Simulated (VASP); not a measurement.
# ScH5 (P6/mmm) in VASP: notebook, part 2 of 2

VASP 6.6.1. The steps go on from the part before.

## (4) Relaxation of cell and atoms, PBE

This run uses another cell than the first one, of 7.98 Å³/atom, 1.188 times its volume.

INCAR

```
SYSTEM = ScH5
ALGO = Normal
EDIFF = 1E-7
EDIFFG = -0.04
ENCUT = 600
GGA = PE
IBRION = 2
ISIF = 3
ISMEAR = 0
LASPH = .TRUE.
LCHARG = .FALSE.
LREAL = .FALSE.
LWAVE = .FALSE.
NELM = 100
NSW = 90
PREC = Accurate
SIGMA = 0.1
```

KPOINTS

```
k-points
0
G
  6 6 4
  0 0 0
```

POSCAR

```
ScH5
1.0
    3.6811963700      0.0000000000      0.0000000000
   -1.8405981800      3.1880095700      0.0000000000
    0.0000000000      0.0000000000      4.0811325100
Sc H
1 5
Direct
    0.0000000000      0.0000000000      0.5000000000
    0.3333333300      0.6666666700      0.7388617400
    0.6666666700      0.3333333300      0.7388617400
    0.6666666700      0.3333333300      0.2611382600
    0.3333333300      0.6666666700      0.2611382600
    0.0000000000      0.0000000000      0.0000000000
```

Potentials or basis: VASP PAW PBE potentials, release 64 (Sc_sv, H).

Run with:

```console
$ cat potpaw_PBE.64/Sc_sv/POTCAR potpaw_PBE.64/H/POTCAR > POTCAR
$ mpirun -np 1 vasp_std > vasp.out
```

OUTCAR:

```text
SYSTEM = ScH5
   EDIFF = 1E-7
   EDIFFG = -0.04
   ENCUT = 600
   GGA = PE
   IBRION = 2
   ISIF = 3
   ISMEAR = 0
   LASPH = .TRUE.
   LREAL = .FALSE.
   NELM = 100
   NSW = 90
   PREC = Accurate

 ion  position               nearest neighbor table
   1  0.000  0.000  0.500-   6 2.04   6 2.04
   2  0.333  0.667  0.739-
   3  0.667  0.333  0.739-
   4  0.667  0.333  0.261-
   5  0.333  0.667  0.261-
   6  0.000  0.000  0.000-   1 2.04   1 2.04

  LATTYP: Found a hexagonal cell.
 ALAT       =     3.6811963700
 C/A-ratio  =     1.1086429790

  Lattice vectors:

 A1 = (   3.6811963700,   0.0000000000,   0.0000000000)
 A2 = (  -1.8405981800,   3.1880095700,   0.0000000000)
 A3 = (   0.0000000000,   0.0000000000,   4.0811325100)

Analysis of symmetry for initial positions (statically):
[... 313 lines left out ...]
      2     -25.3605      2.00000
      3     -25.3605      2.00000
      4     -25.1639      2.00000
      5      -8.2672      2.00000
      6      -1.2690      2.00000
      7       0.7470      2.00000
      8       0.8323      2.00000
      9       3.2038      0.00000
     10       3.2038      0.00000
     11       5.5999      0.00000
     12       5.5999      0.00000
[... 377 lines left out ...]
--------------------------------------- Ionic step       18  -------------------------------------------

 number of electron      16.0000000 magnetization

 Free energy of the ion-electron system (eV)
  ---------------------------------------------------
  ext. energy  EPLUGINS =         0.00000000
  ---------------------------------------------------
  free energy    TOTEN  =       -22.77068113 eV

  energy without entropy =      -22.76562134  energy(sigma->0) =      -22.76815124

 E-fermi :   2.1890     XC(G=0):  -9.9479

 val. band max:        2.1820846968   @ k =   0.1667   0.1667   0.5000
 cond. band min:       2.2631374717   @ k =   0.3333   0.1667   0.5000
 fundamental gap:      0.0810527749
 Fermi energy:         2.1890012950

 k-point     1 :       0.0000    0.0000    0.0000
  band No.  band energies     occupation
      1     -46.9689      2.00000
      2     -25.6323      2.00000
      3     -25.6323      2.00000
      4     -25.4156      2.00000
      5      -8.3323      2.00000
      6      -1.3413      2.00000
      7       0.5597      2.00000
      8       0.5823      2.00000
      9       2.9963      0.00000
     10       2.9963      0.00000
     11       5.3318      0.00000
     12       5.3318      0.00000
[... 331 lines left out ...]
  FREE ENERGIE OF THE ION-ELECTRON SYSTEM (eV)
  ---------------------------------------------------
  free  energy   TOTEN  =       -22.7706811311 eV

  energy  without entropy=      -22.7656213399  energy(sigma->0) =      -22.76815124

 reached required accuracy - stopping structural energy minimisation
```

OSZICAR:

```text
N       E                     dE             d eps       ncg     rms          rms(c)
DAV:   1     0.156816410173E+03    0.15682E+03   -0.82520E+03   520   0.142E+03
DAV:   2    -0.174122128476E+02   -0.17423E+03   -0.16868E+03   560   0.417E+02
DAV:   3    -0.238936866339E+02   -0.64815E+01   -0.60881E+01   796   0.940E+01
[... 178 lines left out ...]
DAV:   3    -0.227707210736E+02    0.15286E-03   -0.46370E-04   816   0.344E-01    0.522E-02
DAV:   4    -0.227706832684E+02    0.37805E-04   -0.95502E-05   744   0.100E-01    0.714E-03
DAV:   5    -0.227706817506E+02    0.15178E-05   -0.41089E-06   808   0.315E-02    0.530E-03
DAV:   6    -0.227706811279E+02    0.62279E-06   -0.11070E-06   824   0.123E-02    0.466E-04
DAV:   7    -0.227706811311E+02   -0.32028E-08   -0.18350E-08   292   0.145E-03
  18 F= -.22770681E+02 E0= -.22768151E+02  d E =-.125722E-01
```

CONTCAR:

```text
ScH5
   1.00000000000000
     3.4181489501101026   -0.0000000004934733   -0.0000000000000000
    -1.7090744708396972    2.9602038228860850   -0.0000000000000000
     0.0000000000000000    0.0000000000000000    3.9789427829453037
  Sc              H
     1     5
Direct
     1.0000000000000000    0.0000000000000000    0.5000000000000000
     0.3333333300000021    0.6666666699999979    0.6665392813602190
     0.6666666699999979    0.3333333300000021    0.6665392813602190
     0.6666666699999979    0.3333333300000021    0.3334607186397810
     0.3333333300000021    0.6666666699999979    0.3334607186397809
     1.0000000000000000    0.0000000000000000    0.0000000000000000

  0.00000000E+00  0.00000000E+00  0.00000000E+00
  0.00000000E+00  0.00000000E+00  0.00000000E+00
  0.00000000E+00  0.00000000E+00  0.00000000E+00
  0.00000000E+00  0.00000000E+00  0.00000000E+00
  0.00000000E+00  0.00000000E+00  0.00000000E+00
  0.00000000E+00  0.00000000E+00  0.00000000E+00
```

Run time: 3.3 min. Hardware: 1 thread of Intel Xeon Platinum 8488C (Sapphire Rapids), shared host; peak memory 0.19 GiB.

What came out:

```yaml
Free_energy: -22.7707 eV
Relaxed_volume: 6.71 Å³/atom
Relaxed_cell: a = 3.418 Å, b = 3.418 Å, c = 3.979 Å, α = 90.00°, β = 90.00°, γ = 120.00°
Space_group_after_relaxing_to_0.05_Å: P6/mmm (No. 191)
Energy_gained_by_relaxing: 171.1 meV/atom
Ionic_steps: 18
Pressure_after_relaxing: -0.3 GPa
Largest_force_after_relaxing: 0.024 eV/Å
Band_gap_on_the_k_mesh: zero (band 8 reaches 3.12 eV, above the bottom of band 9 at 0.65 eV)
```

Forces on the atoms (eV/Å):
```
Sc   0.000  0.000  0.000
H    0.000  0.000 -0.024
H    0.000  0.000 -0.024
H    0.000  0.000  0.024
H    0.000  0.000  0.024
H    0.000  0.000  0.000
```

Stress tensor (GPa, compression positive):
```
-0.80  0.00  0.00
 0.00 -0.80  0.00
 0.00  0.00  0.84
```

Step by step:
```tsv
step	energy change (eV)	largest force (eV/Å)	pressure (GPa)	volume (Å³)
1	0.0000	0.7090	-16.03	47.89
2	-0.5830	0.5736	-10.66	42.56
3	-0.8737	0.3533	-0.98	37.66
4	-0.8854	0.2695	2.97	36.32
5	-0.8861	0.2852	2.23	36.55
6	-0.9209	0.2368	1.93	36.87
7	-0.9629	0.0925	1.67	37.71
8	-0.9758	0.0942	-0.01	38.48
9	-0.9789	0.0953	-1.29	39.13
10	-0.9861	0.0707	-0.36	38.95
11	-1.0051	0.1057	1.81	38.58
12	-0.9635	0.1846	6.47	37.80
13	-1.0078	0.0631	2.58	38.43
14	-1.0109	0.0437	2.59	38.52
15	-1.0143	0.0119	2.69	38.79
16	-1.0192	0.0041	2.02	39.10
17	-1.0266	0.0187	0.14	40.05
18	-1.0268	0.0236	-0.26	40.26
```

Final structure:
```
Sc H
1.0
     3.41815    0.00000    0.00000
    -1.70907    2.96020    0.00000
     0.00000    0.00000    3.97894
Sc H
1 5
Direct
  0.00000 0.00000 0.50000
  0.33333 0.66667 0.66654
  0.66667 0.33333 0.66654
  0.66667 0.33333 0.33346
  0.33333 0.66667 0.33346
  0.00000 0.00000 0.00000
```

Levels at points of the mesh, in eV from the Fermi level:
| k point | band 5 | band 6 | band 7 | band 8 | band 9 | band 10 | band 11 | band 12 |
| --- | --- | --- | --- | --- | --- | --- | --- | --- |
| (0.00, 0.00, 0.00) | -10.52 | -3.53 | -1.63 | -1.61 | 0.81 | 0.81 | 3.14 | 3.14 |
| (0.50, 0.00, 0.00) | -7.16 | -6.94 | -3.02 | -1.90 | 2.57 | 2.70 | 3.33 | 4.40 |
| (0.00, 0.00, 0.50) | -9.82 | -5.53 | -1.37 | 0.90 | 0.90 | 2.42 | 2.70 | 2.79 |
| (0.50, 0.00, 0.50) | -6.61 | -6.49 | -3.52 | -2.23 | 2.16 | 2.46 | 3.11 | 3.35 |

Caveat: the k points lie up to 0.39 Å⁻¹ apart in the final cell; the volume moved by over 15 % at a fixed basis, so the end points are rough.

## (5) Single point, PBE, collinear spin, ferromagnetic start

INCAR

```
ALGO = Normal
EDIFF = 1E-7
ENCUT = 520
GGA = PE
ISIF = 2
ISMEAR = 0
ISPIN = 2
LASPH = True
LCHARG = False
LMAXMIX = 4
LORBIT = 11
LREAL = False
LWAVE = False
MAGMOM = 1 0 0 0 0 0
NBANDS = 21
NELM = 150
PREC = Accurate
SIGMA = 0.1
```

KPOINTS

```
k-points
0
Gamma
  6 6 4
```

POSCAR

```
ScH5
1.0
    3.4130894405      0.0000000000      0.0000000000
   -1.7065447203      2.9558221609      0.0000000000
    0.0000000000      0.0000000000      3.9968098469
Sc H
1 5
Direct
    0.0000000000      0.0000000000      0.5000000000
    0.3333333333      0.6666666667      0.6628536079
    0.6666666667      0.3333333333      0.6628536079
    0.6666666667      0.3333333333      0.3371463921
    0.3333333333      0.6666666667      0.3371463921
    0.0000000000      0.0000000000      0.0000000000
```

Potentials or basis: VASP PAW PBE potentials, release 64 (Sc_sv, H).

Run with:

```console
$ cat potpaw_PBE.64/Sc_sv/POTCAR potpaw_PBE.64/H/POTCAR > POTCAR
$ mpirun -np 1 vasp_std > vasp.out
```

OUTCAR:

```text
EDIFF = 1E-7
   ENCUT = 520
   GGA = PE
   ISIF = 2
   ISMEAR = 0
   ISPIN = 2
   LASPH = True
   LORBIT = 11
   LREAL = False
   NELM = 150
   PREC = Accurate

 ion  position               nearest neighbor table
   1  0.000  0.000  0.500-   6 2.00   6 2.00   4 2.08   5 2.08   2 2.08   3 2.08   3 2.08   4 2.08
                             2 2.08   5 2.08   3 2.08   4 2.08   2 2.08   5 2.08
   2  0.333  0.667  0.663-   1 2.08   1 2.08   1 2.08
   3  0.667  0.333  0.663-   1 2.08   1 2.08   1 2.08
   4  0.667  0.333  0.337-   1 2.08   1 2.08   1 2.08
   5  0.333  0.667  0.337-   1 2.08   1 2.08   1 2.08
   6  0.000  0.000  0.000-   1 2.00   1 2.00
[... 1206 lines left out ...]
      0.00000      0.00000      1.99840         0.000000      0.000000      0.000000
     -0.00000      1.97055      2.64930        -0.000000      0.000000      0.029291
      1.70654      0.98527      2.64930         0.000000     -0.000000      0.029291
      1.70654      0.98527      1.34751        -0.000000     -0.000000     -0.029291
     -0.00000      1.97055      1.34751         0.000000      0.000000     -0.029291
      0.00000      0.00000      0.00000         0.000000      0.000000      0.000000
 -----------------------------------------------------------------------------------
    total drift:                               -0.000000      0.000000      0.000000

  FREE ENERGIE OF THE ION-ELECTRON SYSTEM (eV)
  ---------------------------------------------------
  free  energy   TOTEN  =       -22.7674492645 eV

  energy  without entropy=      -22.7628457799  energy(sigma->0) =      -22.76514752

 total charge

# of ion       s       p       d       tot
------------------------------------------
    1        2.169   6.192   1.221   9.583
    2        0.497   0.013   0.000   0.511
    3        0.497   0.013   0.000   0.511
    4        0.497   0.013   0.000   0.511
    5        0.497   0.013   0.000   0.511
    6        0.524   0.004   0.000   0.528
--------------------------------------------------
tot          4.682   6.250   1.221  12.154

 magnetization (x)

# of ion       s       p       d       tot
------------------------------------------
    1       -0.000  -0.000   0.000   0.000
    2       -0.000  -0.000   0.000  -0.000
    3       -0.000  -0.000   0.000  -0.000
    4       -0.000  -0.000   0.000  -0.000
    5       -0.000  -0.000   0.000  -0.000
    6        0.000  -0.000   0.000   0.000
--------------------------------------------------
tot         -0.000  -0.000   0.000   0.000
```

OSZICAR:

```text
N       E                     dE             d eps       ncg     rms          rms(c)
DAV:   1     0.114433169879E+03    0.11443E+03   -0.69406E+03  1828   0.715E+02
DAV:   2    -0.205299125315E+02   -0.13496E+03   -0.12867E+03  1769   0.248E+02
DAV:   3    -0.246090362721E+02   -0.40791E+01   -0.40323E+01  2216   0.506E+01
DAV:   4    -0.246690014486E+02   -0.59965E-01   -0.59933E-01  2051   0.570E+00
DAV:   5    -0.246703811402E+02   -0.13797E-02   -0.13797E-02  2470   0.906E-01    0.136E+01
DAV:   6    -0.229403619535E+02    0.17300E+01   -0.10750E+00  2424   0.175E+01    0.491E+00
DAV:   7    -0.227632640433E+02    0.17710E+00   -0.34315E-01  2727   0.604E+00    0.241E+00
DAV:   8    -0.227707856712E+02   -0.75216E-02   -0.45647E-02  2173   0.174E+00    0.121E+00
DAV:   9    -0.227667196576E+02    0.40660E-02   -0.76358E-03  2519   0.903E-01    0.597E-01
DAV:  10    -0.227672971059E+02   -0.57745E-03   -0.19197E-03  2285   0.336E-01    0.149E-01
DAV:  11    -0.227674182802E+02   -0.12117E-03   -0.25231E-04  2400   0.173E-01    0.441E-02
DAV:  12    -0.227674407796E+02   -0.22499E-04   -0.59236E-05  2392   0.768E-02    0.125E-02
DAV:  13    -0.227674481384E+02   -0.73589E-05   -0.56273E-06  1961   0.152E-02    0.638E-03
DAV:  14    -0.227674489818E+02   -0.84334E-06   -0.62287E-07  2373   0.851E-03    0.402E-03
DAV:  15    -0.227674492610E+02   -0.27923E-06   -0.22139E-07  2140   0.268E-03    0.720E-04
DAV:  16    -0.227674492645E+02   -0.35059E-08   -0.14152E-08  1102   0.118E-03
   1 F= -.22767449E+02 E0= -.22765148E+02  d E =-.460348E-02  mag=     0.0000
```

stdout:

```text
POSCAR found type information on POSCAR ScH
 POSCAR found :  2 types and       6 ions
 scaLAPACK will be used
 LDA part: xc-table for (Slater+PW92), standard interpolation
 POSCAR, INCAR and KPOINTS ok, starting setup
 FFT: planning ... GRIDC
 FFT: planning ... GRID_SOFT
 FFT: planning ... GRID
 WAVECAR not read
 entering main loop
```

Run time: 42 s. Hardware: 1 thread of Intel Xeon Platinum 8488C (Sapphire Rapids), shared host; peak memory 0.18 GiB.

What came out:

```yaml
Free_energy: -22.7674 eV
Pressure: -0.1 GPa
Largest_force: 0.029 eV/Å
Band_gap_on_the_k_mesh: zero (filled and empty bands overlap)
Net_moment: 0.00 μB per cell
Valence_electrons_inside_the_program's_atomic_spheres: Sc 9.58; H 0.51, 0.53
```

Forces on the atoms (eV/Å):
```
Sc   0.000  0.000  0.000
H    0.000  0.000  0.029
H    0.000  0.000  0.029
H    0.000  0.000 -0.029
H    0.000  0.000 -0.029
H    0.000  0.000  0.000
```

Stress tensor (GPa, compression positive):
```
-0.19  0.00  0.00
 0.00 -0.19  0.00
 0.00  0.00  0.20
```

Caveat: the k points lie up to 0.39 Å⁻¹ apart.

## (6) Overview

| task | spin | cell | cutoff (eV) | gap on the mesh (eV) | pressure (GPa) | largest force (eV/Å) |
| --- | --- | --- | --- | --- | --- | --- |
| single point | off | a = 3.413, b = 3.413, c = 3.997 Å, angles 90.0, 90.0, 120.0°, 6 atoms | 520 | none | 0.0 | 0.03 |
| single point | off | a = 3.681, b = 3.681, c = 4.081 Å, angles 90.0, 90.0, 120.0°, 6 atoms | 520 | none | -16.2 | 0.71 |
| relaxation of cell and atoms | off | relaxed from a = 3.681, b = 3.681, c = 4.081 Å, angles 90.0, 90.0, 120.0°, 6 atoms | 600 | none | -0.3 | 0.02 |
| single point | collinear, ferromagnetic start | a = 3.413, b = 3.413, c = 3.997 Å, angles 90.0, 90.0, 120.0°, 6 atoms | 520 | none | -0.1 | 0.03 |

Alike in all rows: level PBE; potentials or basis VASP PAW PBE potentials, release 64 (Sc_sv, H); k mesh 6 × 6 × 4; smearing gaussian 0.1 eV.

Caveats: all runs use coarse meshes; the volume moved by over 15 % at a fixed basis, so the end points are rough (some runs).

Absolute energies hang on the potentials; compare differences alone.
